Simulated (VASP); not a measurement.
Wanted: the native input for a VASP 6.6.1 run.

| Item | Value |
| --- | --- |
| Task | single point |
| Functional | PBEsol |
| Potentials or basis | VASP PAW PBE potentials, release 64 (Sn_d) |
| Cutoff | 520 eV |
| k mesh | 11 × 11 × 11 |
| Occupations | methfessel-paxton, width 0.1 eV |
| Spin | no spin polarisation |
| Dipole correction | no |
| Further INCAR settings | ALGO = Normal; EDIFF = 1e-07; NBANDS = 13 |

The structure of Sn lies in POSCAR:

```
Sn
1.0
   -1.8690454556      1.8690454556      1.8690454556
    1.8690454556     -1.8690454556      1.8690454556
    1.8690454556      1.8690454556     -1.8690454556
Sn
1
Direct
    0.0000000000      0.0000000000      0.0000000000
```

One way to write it, as run:

INCAR

```
PREC = Accurate
ENCUT = 520
EDIFF = 1E-7
ISMEAR = 1
SIGMA = 0.1
LREAL = F
LASPH = T
NELM = 80
ALGO = Normal
ISIF = 2
LWAVE = F
LCHARG = F
GGA = PS
NBANDS = 13
```

KPOINTS

```
regular mesh
0
Gamma
  11 11 11
```

Potentials or basis: VASP PAW PBE potentials, release 64 (Sn_d).

The run is started by

```sh
$ cat potpaw_PBE.64/Sn_d/POTCAR > POTCAR
$ mpirun -np 1 vasp_std > vasp.out
```

Results of the run:

The pressure is 0.4 GPa and the band gap on the k mesh is zero (band 7 reaches 16.75 eV, above the bottom of band 8 at 5.91 eV).

Caveat: the PAW data sets were made with another functional, which shifts forces and pressure a little; spin-orbit coupling is left out, which moves the levels of the heavy elements.

Wall time 26 s on 1 thread of AMD EPYC 7R43 64-Core Processor (Zen 3), with other jobs on the host, peak memory 0.11 GiB.
